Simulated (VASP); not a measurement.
Os: single point with r2SCAN

Crystal: Os.

```
Os
1.0
     3.80631    0.00000    0.00000
    -1.90315    3.29636    0.00000
     0.00000    0.00000    6.69793
Os
4
Direct
  0.33333 0.66667 0.43437
  0.66667 0.33333 0.93437
  0.66667 0.33333 0.56563
  0.33333 0.66667 0.06563
```

```yaml
Program: VASP 6.6.1
Task: single point
Functional: r2SCAN
Potentials_or_basis: VASP PAW PBE potentials, release 64 (Os)
Cutoff: 520 eV
k_mesh: 15 × 15 × 8
Occupations: gaussian, width 0.1 eV
Spin: no spin polarisation
Dipole_correction: no
Further_INCAR_settings: ALGO = Normal; EDIFF = 1e-07; NBANDS = 24
```

```yaml
Pressure: -1.1 GPa
Largest_force: 0.099 eV/Å
Band_gap_on_the_k_mesh: zero (bands 16 and 17 overlap by 0.70 eV)
```

Forces on the atoms (eV/Å):
```
Os   0.000  0.000  0.099
Os   0.000  0.000  0.099
Os   0.000  0.000 -0.099
Os   0.000  0.000 -0.099
```

Stress tensor (GPa, compression positive):
```
-1.39  0.00  0.00
 0.00 -1.39  0.00
 0.00  0.00 -0.68
```

Levels at points of the mesh, in eV from the Fermi level:
| k point | band 14 | band 15 | band 16 | band 17 | band 18 | band 19 |
| --- | --- | --- | --- | --- | --- | --- |
| (0.00, 0.00, 0.00) | -1.34 | -0.34 | -0.34 | 0.48 | 0.48 | 2.38 |
| (0.00, 0.00, 0.50) | -1.95 | 0.26 | 0.26 | 0.26 | 0.26 | 2.51 |

Run time: 6.7 min on 1 thread of Intel(R) Xeon(R) Platinum 8488C (Sapphire Rapids) (shared host), peak memory 0.34 GiB.

Caveat: the PAW data sets were made with another functional, which shifts forces and pressure a little; spin-orbit coupling is left out, which moves the levels of the heavy elements.
